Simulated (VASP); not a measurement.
# YTlO2 (R-3m) in VASP: a series of runs, part 2 of 2

VASP 6.6.1. Earlier steps stand in the parts before.

**3. Single point, LDA (strain +0.0500 x Voigt [0, 0, 1, 0, 0, 0])**

The input, INCAR:

```
SYSTEM = YTlO2
PREC = Accurate
ENCUT = 520
EDIFF = 1E-7
ISMEAR = 0
SIGMA = 0.05
LREAL = .False.
LASPH = .True.
NELM = 60
ALGO = Normal
ISIF = 2
LWAVE = .False.
LCHARG = .True.
GGA = CA
LELF = .True.
LVHAR = .True.
NBANDS = 26
```

The input, KPOINTS:

```
Automatic mesh
0
Gamma
  9 9 9
  0 0 0
```

The input, POSCAR:

```
YTlO2
1.0
    1.7562310296      1.0139604577      6.8255935512
   -1.7562310296      1.0139604577      6.8255935512
    0.0000000000     -2.0279209154      6.8255935512
Y Tl O
1 1 2
Direct
    0.5000000000      0.5000000000      0.5000000000
    0.0000000000      0.0000000000      0.0000000000
    0.7756830000      0.7756830000      0.7756830000
    0.2243170000      0.2243170000      0.2243170000
```

Potentials or basis: VASP PAW LDA potentials, release 64 (Y_sv, Tl_d, O).

Launch:

```sh
> cat potpaw_LDA.64/Y_sv/POTCAR potpaw_LDA.64/Tl_d/POTCAR potpaw_LDA.64/O/POTCAR > POTCAR
> mpirun -np 1 vasp_std > vasp.out
```

OUTCAR:

```text
SYSTEM = YTlO2
   PREC = Accurate
   ENCUT = 520
   EDIFF = 1E-7
   ISMEAR = 0
   LREAL = .False.
   LASPH = .True.
   NELM = 60
   ISIF = 2
   GGA = CA

 ion  position               nearest neighbor table
   1  0.500  0.500  0.500-   4 2.35   4 2.35   3 2.35   3 2.35   4 2.35   3 2.35   2 3.97   2 3.97
                             2 3.97   2 3.97   2 3.97   2 3.97
   2  0.000  0.000  0.000-   3 3.02   3 3.02   4 3.02   4 3.02   3 3.02   4 3.02   1 3.97   1 3.97
                             1 3.97   1 3.97   1 3.97   1 3.97
   3  0.776  0.776  0.776-   1 2.35   1 2.35   1 2.35   2 3.02   2 3.02   2 3.02
   4  0.224  0.224  0.224-   1 2.35   1 2.35   1 2.35   2 3.02   2 3.02   2 3.02

[... 899 lines left out ...]
  -------------------------------------------------------------------------------------
  Total       -4.5278027     -4.5278027     -6.2678564     -0.0000000     -0.0000000      0.0000000
  in kB      -99.4726620    -99.4726620   -137.7004259     -0.0000000     -0.0000000      0.0000000
  external PRESSURE =    -112.2152500 kB  Pullay stress =       0.0000000 kB

 VOLUME and BASIS-vectors are now :
 -----------------------------------------------------------------------------
  energy-cutoff  :      520.00
  volume of cell :       72.93
      direct lattice vectors                 reciprocal lattice vectors
     1.756231030  1.013960458  6.825593551     0.284700584  0.164371959  0.048835802
    -1.756231030  1.013960458  6.825593551    -0.284700584  0.164371959  0.048835802
     0.000000000 -2.027920915  6.825593551     0.000000000 -0.328743918  0.048835802

 POSITION                                       TOTAL-FORCE (eV/Angst)
 -----------------------------------------------------------------------------------
      0.00000      0.00000     10.23839         0.000000      0.000000      0.000000
      0.00000      0.00000      0.00000         0.000000      0.000000      0.000000
      0.00000      0.00000     15.88349         0.000000      0.000000      0.687226
      0.00000      0.00000      4.59329         0.000000     -0.000000     -0.687226
 -----------------------------------------------------------------------------------
    total drift:                               -0.000000     -0.000000      0.000000

  FREE ENERGIE OF THE ION-ELECTRON SYSTEM (eV)
  ---------------------------------------------------
  free  energy   TOTEN  =       -30.6826045932 eV

  energy  without entropy=      -30.6826045932  energy(sigma->0) =      -30.68260459
```

OSZICAR:

```text
N       E                     dE             d eps       ncg     rms          rms(c)
DAV:   1     0.211208755233E+03    0.21121E+03   -0.19185E+04  4484   0.133E+03
DAV:   2    -0.230992615830E+02   -0.23431E+03   -0.22471E+03  5214   0.322E+02
DAV:   3    -0.364453125450E+02   -0.13346E+02   -0.13270E+02  6224   0.678E+01
DAV:   4    -0.369162587925E+02   -0.47095E+00   -0.46983E+00  6520   0.923E+00
DAV:   5    -0.369229253887E+02   -0.66666E-02   -0.66661E-02  5492   0.106E+00    0.311E+01
DAV:   6    -0.312061319831E+02    0.57168E+01   -0.25300E+01  4962   0.344E+01    0.309E+01
DAV:   7    -0.308929605887E+02    0.31317E+00   -0.27060E+00  5096   0.886E+00    0.226E+01
DAV:   8    -0.307481577148E+02    0.14480E+00   -0.14502E+00  5300   0.724E+00    0.913E+00
DAV:   9    -0.306824811651E+02    0.65677E-01   -0.23058E-01  5026   0.269E+00    0.355E-01
DAV:  10    -0.306825942713E+02   -0.11311E-03   -0.66721E-03  6104   0.428E-01    0.393E-01
DAV:  11    -0.306826206712E+02   -0.26400E-04   -0.46038E-04  5468   0.141E-01    0.103E-01
DAV:  12    -0.306826046516E+02    0.16020E-04   -0.96345E-05  5366   0.600E-02    0.541E-02
DAV:  13    -0.306826052321E+02   -0.58053E-06   -0.18622E-05  6680   0.214E-02    0.175E-02
DAV:  14    -0.306826046041E+02    0.62809E-06   -0.24628E-06  5408   0.924E-03    0.380E-03
DAV:  15    -0.306826045932E+02    0.10830E-07   -0.18713E-07  4194   0.276E-03
   1 F= -.30682605E+02 E0= -.30682605E+02  d E =-.268552E-11
```

Run time: 20 min. Hardware: 1 thread of Oxide Virtual Turin-like, shared host; peak memory 0.41 GiB.

Results:

```yaml
Free_energy: -30.6826 eV
Pressure: -11.2 GPa
Largest_force: 0.687 eV/Å
Band_gap_on_the_k_mesh: 1.46 eV (least direct gap 1.77 eV)
```

Forces on the atoms (eV/Å):
```
Y    0.000  0.000  0.000
Tl   0.000  0.000  0.000
O    0.000  0.000  0.687
O    0.000  0.000 -0.687
```

Stress tensor (GPa, compression positive):
```
 -9.95   0.00   0.00
  0.00  -9.95   0.00
  0.00   0.00 -13.77
```

Levels at points of the mesh, in eV from the valence-band top:
```
           k point  band 15  band 16  band 17  band 18  band 19  band 20  band 21  band 22
(0.00, 0.00, 0.00)    -1.79    -1.62    -0.51    -0.51     4.02     5.55     5.55     5.63
```

Caveat: the cell differs from its parent crystal (strain +0.0500 x Voigt [0, 0, 1, 0, 0, 0]); the cell stands under tension; spin-orbit coupling is left out, which moves the levels of the heavy elements. A k mesh can miss the band edges.

**4. Single point, LDA (strain +0.0750 x Voigt [0, 0, 1, 0, 0, 0])**

The input, INCAR:

```
  PREC = Accurate
  ENCUT = 520
  EDIFF = 1E-6
  ISMEAR = 0
  SIGMA = 0.05
  LREAL = False
  LASPH = True
  NELM = 60
  ALGO = Normal
  ISIF = 2
  LWAVE = False
  LCHARG = True
  GGA = CA
  LELF = True
  LVHAR = True
  NBANDS = 26
```

The input, KPOINTS:

```
Automatic mesh
0
Gamma
  9 9 9
```

The input, POSCAR:

```
YTlO2
1.0
    1.7562310296      1.0139604577      6.9881076834
   -1.7562310296      1.0139604577      6.9881076834
    0.0000000000     -2.0279209154      6.9881076834
Y Tl O
1 1 2
Direct
    0.5000000000      0.5000000000      0.5000000000
    0.0000000000      0.0000000000      0.0000000000
    0.7756830000      0.7756830000      0.7756830000
    0.2243170000      0.2243170000      0.2243170000
```

Launch:

```sh
> cat potpaw_LDA.64/Y_sv/POTCAR potpaw_LDA.64/Tl_d/POTCAR potpaw_LDA.64/O/POTCAR > POTCAR
> mpirun -np 1 vasp_std > vasp.out
```

Wall time 19 min (1 thread of Oxide Virtual Turin-like, shared host); peak memory 0.4 GiB.

The run converged. Its results:

| Item | Value |
| --- | --- |
| Free energy | -30.5195 eV |
| Pressure | -12.4 GPa |
| Largest force | 0.864 eV/Å |
| Band gap on the k mesh | 1.37 eV (least direct gap 1.67 eV) |

Forces in eV/Å, atoms in the order of the input:
```
Y    0.000  0.000  0.000
Tl   0.000  0.000  0.000
O    0.000  0.000  0.864
O    0.000  0.000 -0.864
```

Stress tensor (GPa, compression positive):
```
-10.40   0.00   0.00
  0.00 -10.40   0.00
  0.00   0.00 -16.53
```

Levels at points of the mesh, in eV from the valence-band top:
| k point | band 16 | band 17 | band 18 | band 19 | band 20 | band 21 |
| --- | --- | --- | --- | --- | --- | --- |
| (0.00, 0.00, 0.00) | -1.52 | -0.39 | -0.39 | 3.95 | 5.58 | 5.58 |

Caveat: the cell differs from its parent crystal (strain +0.0750 x Voigt [0, 0, 1, 0, 0, 0]); the stress differs along the axes, from -17 to -10 GPa; spin-orbit coupling is left out, which moves the levels of the heavy elements. A k mesh can miss the band edges.

**5. Overview**

```csv
cell,gap on the mesh (eV),pressure (GPa),largest force (eV/Å)
"a = 6.965 Å, angles 29.2°, 4 atoms",1.55,-9.8,0.52
"a = 7.120 Å, angles 28.6°, 4 atoms",1.46,-11.2,0.69
"a = 7.276 Å, angles 27.9°, 4 atoms",1.37,-12.4,0.86
```

Alike in all rows: task single point; level LDA; potentials or basis VASP PAW LDA potentials, release 64 (Y_sv, Tl_d, O); no spin polarisation; k mesh 9 × 9 × 9; cutoff (eV) 520; smearing gaussian 0.05 eV.

Caveats: spin-orbit coupling is left out, which moves the levels of the heavy elements; the cell stands under tension (at least some runs); the stress differs along the axes, from -17 to -10 GPa (at least some runs).

Total energies depend on the potentials used, so only differences within one code and one set of settings carry meaning.
